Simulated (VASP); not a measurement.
# TaN (P-62m) in VASP: notebook, part 3 of 3

VASP 6.6.1. Earlier steps stand in the parts before.

## Step 6: Single point, LDA

This run uses another cell than the first one, of 10.71 Å³/atom.

INCAR reads:

```
  PREC = Accurate
  ENCUT = 700
  EDIFF = 1E-6
  ISMEAR = -1
  SIGMA = 0.1
  LREAL = False
  LASPH = True
  NELM = 120
  ALGO = Normal
  ISIF = 2
  LWAVE = False
  LCHARG = True
  LELF = True
  LVHAR = True
  NBANDS = 36
  GGA_COMPAT = False
```

KPOINTS reads:

```
regular mesh
0
Gamma
  5 5 8
```

POSCAR reads:

```
TaN
1.0
    5.1007772748      0.0000000000      0.0000000000
   -2.5503886374      4.4174026991      0.0000000000
    0.0000000000      0.0000000000      2.8515884366
Ta N
3 3
Direct
    0.3333333333      0.6666666667      0.5000000000
    0.6666666667      0.3333333333      0.5000000000
    0.0000000000      0.0000000000      0.0000000000
    0.3942352384      0.0000000000      0.0000000000
    0.6057647616      0.6057647616      0.0000000000
    0.0000000000      0.3942352384      0.0000000000
```

Potentials or basis: VASP PAW LDA potentials, release 64 (Ta_sv_GW, N).

On the command line:

```sh
$ cat potpaw_LDA.64/Ta_sv_GW/POTCAR potpaw_LDA.64/N/POTCAR > POTCAR
$ mpirun -np 1 vasp_std > vasp.out
```

OUTCAR:

```text
PREC = Accurate
   ENCUT = 700
   EDIFF = 1E-6
   ISMEAR = -1
   LREAL = False
   LASPH = True
   NELM = 120
   ISIF = 2

 ion  position               nearest neighbor table
   1  0.333  0.667  0.500-   4 2.12   4 2.12   6 2.12   6 2.12   5 2.12   5 2.12   2 2.94   2 2.94
                             2 2.94   3 3.27   3 3.27   3 3.27   3 3.27   3 3.27   3 3.27
   2  0.667  0.333  0.500-   6 2.12   6 2.12   4 2.12   4 2.12   5 2.12   5 2.12   1 2.94   1 2.94
                             1 2.94   3 3.27   3 3.27   3 3.27   3 3.27   3 3.27   3 3.27
   3  0.000  0.000  0.000-   4 2.01   5 2.01   6 2.01   2 3.27   1 3.27   1 3.27   2 3.27   2 3.27
                             2 3.27   1 3.27   1 3.27   2 3.27   2 3.27   1 3.27   1 3.27
   4  0.394  0.000  0.000-   3 2.01   1 2.12   1 2.12   2 2.12   2 2.12
   5  0.606  0.606  0.000-   3 2.01   1 2.12   1 2.12   2 2.12   2 2.12
   6  0.000  0.394  0.000-   3 2.01   2 2.12   2 2.12   1 2.12   1 2.12

  LATTYP: Found a hexagonal cell.
 ALAT       =     5.1007772748
 C/A-ratio  =     0.5590497846

  Lattice vectors:

 A1 = (   5.1007772748,   0.0000000000,   0.0000000000)
 A2 = (  -2.5503886374,   4.4174026991,   0.0000000000)
 A3 = (   0.0000000000,   0.0000000000,   2.8515884366)

Analysis of symmetry for initial positions (statically):
=====================================================================
 Subroutine PRICEL returns:
 Original cell was already a primitive cell.

 Routine SETGRP: Setting up the symmetry group for a
 hexagonal supercell.

 Subroutine GETGRP returns: Found 12 space group operations
 (whereof 12 operations were pure point group operations)
 out of a pool of 24 trial point group operations.

The static configuration has the point symmetry D_3h.

Analysis of symmetry for dynamics (positions and initial velocities):
=====================================================================
 Subroutine PRICEL returns:
 Original cell was already a primitive cell.

 Routine SETGRP: Setting up the symmetry group for a
 hexagonal supercell.

 Subroutine GETGRP returns: Found 12 space group operations
 (whereof 12 operations were pure point group operations)
 out of a pool of 24 trial point group operations.

The dynamic configuration has the point symmetry D_3h.

 Subroutine INISYM returns: Found 12 space group operations
 (whereof 12 operations are pure point group operations),
 and found     1 'primitive' translations

----------------------------------------------------------------------------------------

                                     Primitive cell

  volume of cell :      64.2525

  direct lattice vectors                    reciprocal lattice vectors
     5.100777275  0.000000000  0.000000000     0.196048552  0.113188684  0.000000000
    -2.550388637  4.417402699  0.000000000     0.000000000  0.226377369  0.000000000
     0.000000000  0.000000000  2.851588437     0.000000000  0.000000000  0.350681742

  length of vectors
     5.100777275  5.100777275  2.851588437     0.226377369  0.226377369  0.350681742

  position of ions in fractional coordinates (direct lattice)
     0.333333333  0.666666667  0.500000000
     0.666666667  0.333333333  0.500000000
     0.000000000  0.000000000  0.000000000
     0.394235238  0.000000000  0.000000000
     0.605764762  0.605764762  0.000000000
     0.000000000  0.394235238  0.000000000

[... 31 lines left out ...]
 ===========================================

 Found     25 irreducible k-points:

 Following reciprocal coordinates:
            Coordinates               Weight
  0.000000  0.000000  0.000000      1.000000
  0.200000 -0.000000  0.000000      6.000000
  0.400000 -0.000000  0.000000      6.000000
  0.200000  0.200000  0.000000      6.000000
  0.400000  0.200000  0.000000      6.000000
  0.000000  0.000000  0.125000      2.000000
[... 16 lines left out ...]
  0.400000 -0.000000  0.500000      6.000000
  0.200000  0.200000  0.500000      6.000000
   k-points           NKPTS =     25   k-points in BZ     NKDIM =     25   number of bands    NBANDS=     36
   number of dos      NEDOS =    301   number of ions     NIONS =      6
   total plane-waves  NPLWV =  64512
   dimension x,y,z NGX =    48 NGY =   48 NGZ =   28
   dimension x,y,z NGXF=    96 NGYF=   96 NGZF=   56
   ions per type =               3   3
   NGX,Y,Z   is equivalent  to a cutoff of  15.64, 15.64, 16.32 a.u.
   NGXF,Y,Z  is equivalent  to a cutoff of  31.29, 31.29, 32.65 a.u.
 SYSTEM =  unknown system
   PREC   = accura    normal or accurate (medium, high low for compatibility)
   ISTART =      0    job   : 0-new  1-cont  2-samecut
   ICHARG =      2    charge: 1-file 2-atom 10-const
   ISPIN  =      1    spin polarized calculation?
   LNONCOLLINEAR =      F non collinear calculations
   LSORBIT =      F    spin-orbit coupling
   LASPH  =      T    aspherical Exc in radial PAW
   ENCUT  =  700.0 eV  51.45 Ry    7.17 a.u.  11.00 11.00  6.15*2*pi/ulx,y,z
   NELM   =    120;   NELMIN=  2; NELMDL= -5     # of ELM steps
   EDIFF  = 0.1E-05   stopping-criterion for ELM
   LREAL  =      F    real-space projection
   EDIFFG = 0.1E-04   stopping-criterion for IOM
   NSW    =      0    number of steps for IOM
   IBRION =     -1    ionic relax: 0-MD 1-quasi-New 2-CG
   NFREE  =      0    steps in history (QN), initial steepest desc. (CG)
   ISIF   =      2    stress and relaxation
   ISYM   =      2    0-nonsym 1-usesym 2-fastsym
   POTIM  = 0.5000    time-step for ionic-motion
   TEBEG  =    0.0;   TEEND  =   0.0 temperature during run
   PSTRESS=    0.0 pullay stress
   NELECT =      54.0000    total number of electrons
   NUPDOWN=      -1.0000    fix difference up-down
   EMIN   =  10.00;   EMAX   =-10.00  energy-range for DOS
   EFERMI =   0.00;   METHOD = LEGACY
   ISMEAR =    -1;   SIGMA  =   0.10  broadening in eV -4-tet -1-fermi 0-gaus
   EFERMI_NEDOS =   21; number of points for ismear=-14 and -15
   IALGO  =     38    algorithm
   IMIX   =      4    mixing-type and parameters
     AMIX     =   0.40;   BMIX     =  1.00
     AMIX_MAG =   1.60;   BMIX_MAG =  1.00
  volume/ion in A,a.u.               =      10.71        72.27
  Fermi-wavevector in a.u.,A,eV,Ry     =   1.544932  2.919498 32.474585  2.386815
  Thomas-Fermi vector in A             =   2.650383
   LORBIT       =      0    0 simple, 1 ext, 2 COOP (PROOUT), +10 PAW based schemes
   GGA     = CA    functional components
   LHFCALC =     F    Hartree Fock is set to
   AEXX    =    0.0000 exact exchange contribution
   IVDW    =     0    specifies the selected vdW correction
   LEPSILON=     F    determine dielectric tensor
   LRPA    =     F    only Hartree local field effects (RPA)
 non-spin polarized calculation
  energy-cutoff  :      700.00
  volume of cell :       64.25
 maximum number of plane-waves:      2719
 NGX is ok and might be reduce to    48
   NGX = 21   NGY = 21   NGZ = 13

 number of electron      53.9999998 magnetization

 Free energy of the ion-electron system (eV)
  ---------------------------------------------------
  ext. energy  EPLUGINS =         0.00000000
  ---------------------------------------------------
  free energy    TOTEN  =       -81.63148417 eV

  energy without entropy =      -81.60599901  energy(sigma->0) =      -81.61874159

 E-fermi :  13.0153     XC(G=0): -13.9445

 val. band max:       12.8136517217   @ k =   0.2000  -0.0000   0.1250
 cond. band min:      13.1528929651   @ k =   0.2000  -0.0000   0.2500
 fundamental gap:      0.3392412434
 Fermi energy:        13.0152626525

 k-point     1 :       0.0000    0.0000    0.0000
  band No.  band energies     occupation
      1     -56.0163      2.00000
      2     -55.9559      2.00000
      3     -55.3861      2.00000
      4     -23.1520      2.00000
      5     -23.1520      2.00000
      6     -22.7407      2.00000
[... 925 lines left out ...]
     35      18.1688      0.00000
     36      18.5213      0.00000

 [... further k-points ...]
[... 5 lines left out ...]
  --------------------------------------------------------------------------------------
  -------------------------------------------------------------------------------------
  Total        4.4963940      4.4963940      4.5167619      0.0000000     -0.0000000      0.0000000
  in kB      112.1204277    112.1204277    112.6283137      0.0000000     -0.0000000      0.0000000
  external PRESSURE =     112.2897230 kB  Pullay stress =       0.0000000 kB

 VOLUME and BASIS-vectors are now :
 -----------------------------------------------------------------------------
  energy-cutoff  :      700.00
  volume of cell :       64.25
      direct lattice vectors                 reciprocal lattice vectors
     5.100777275  0.000000000  0.000000000     0.196048552  0.113188684  0.000000000
    -2.550388637  4.417402699  0.000000000     0.000000000  0.226377369  0.000000000
     0.000000000  0.000000000  2.851588437     0.000000000  0.000000000  0.350681742

 POSITION                                       TOTAL-FORCE (eV/Angst)
 -----------------------------------------------------------------------------------
     -0.00000      2.94494      1.42579        -0.000000      0.000000      0.000000
      2.55039      1.47247      1.42579        -0.000000     -0.000000      0.000000
      0.00000      0.00000      0.00000        -0.000000      0.000000      0.000000
      2.01091      0.00000      0.00000         0.018215      0.000000      0.000000
      1.54494      2.67591      0.00000        -0.009107     -0.015774      0.000000
     -1.00545      1.74150      0.00000        -0.009107      0.015774      0.000000
 -----------------------------------------------------------------------------------
    total drift:                               -0.000000     -0.000000      0.000000

  FREE ENERGIE OF THE ION-ELECTRON SYSTEM (eV)
  ---------------------------------------------------
  free  energy   TOTEN  =       -81.6314841669 eV

  energy  without entropy=      -81.6059990056  energy(sigma->0) =      -81.61874159
```

It took 88 s on 1 thread of AMD EPYC 9R45 (Zen 5), shared host; peak memory 0.21 GiB.

Results:

```yaml
Free_energy: -81.6315 eV
Pressure: 11.2 GPa
Largest_force: 0.018 eV/Å
Band_gap_on_the_k_mesh: zero (bands 27 and 28 overlap by 3.29 eV)
```

Forces in eV/Å, atoms in the order of the input:
```
Ta   0.000  0.000  0.000
Ta   0.000  0.000  0.000
Ta   0.000  0.000  0.000
N    0.018  0.000  0.000
N   -0.009 -0.016  0.000
N   -0.009  0.016  0.000
```

Levels at points of the mesh, in eV from the Fermi level:
```
           k point  band 24  band 25  band 26  band 27  band 28  band 29  band 30  band 31
(0.00, 0.00, 0.00)    -4.54    -3.52    -2.14    -1.14    -1.14     0.44     0.44     1.82
(0.00, 0.00, 0.50)    -4.53    -3.19    -3.19     1.90     1.90     2.04     2.21     2.21
```

Caveat: the cell stands under pressure; spin-orbit coupling is left out, which moves the levels of the heavy elements.

## Step 7: The runs side by side

| cell | gap on the mesh (eV) | pressure (GPa) | largest force (eV/Å) |
| --- | --- | --- | --- |
| a = 5.151, b = 5.151, c = 2.874 Å, angles 90.0, 90.0, 120.0°, 6 atoms, atomic positions A | none | 1.1 | 0.02 |
| a = 5.125, b = 5.125, c = 2.863 Å, angles 90.0, 90.0, 120.0°, 6 atoms, atomic positions B | none | 6.1 | 0.02 |
| a = 5.140, b = 5.140, c = 2.869 Å, angles 90.0, 90.0, 120.0°, 6 atoms, atomic positions C | none | 3.1 | 0.02 |
| a = 5.162, b = 5.162, c = 2.879 Å, angles 90.0, 90.0, 120.0°, 6 atoms, atomic positions D | none | -1.0 | 0.02 |
| a = 5.101, b = 5.101, c = 2.852 Å, angles 90.0, 90.0, 120.0°, 6 atoms, atomic positions E | none | 11.2 | 0.02 |

Alike in all rows: task single point; level LDA; potentials or basis VASP PAW LDA potentials, release 64 (Ta_sv_GW, N); no spin polarisation; k mesh 5 × 5 × 8; cutoff (eV) 700; smearing fermi-dirac 0.1 eV.

Caveats: spin-orbit coupling is left out, which moves the levels of the heavy elements; the cell stands under pressure (at least some runs).

Absolute energies hang on the potentials; compare differences alone.

The gap in the log of VASP goes by the Fermi energy; the results here count the filled bands.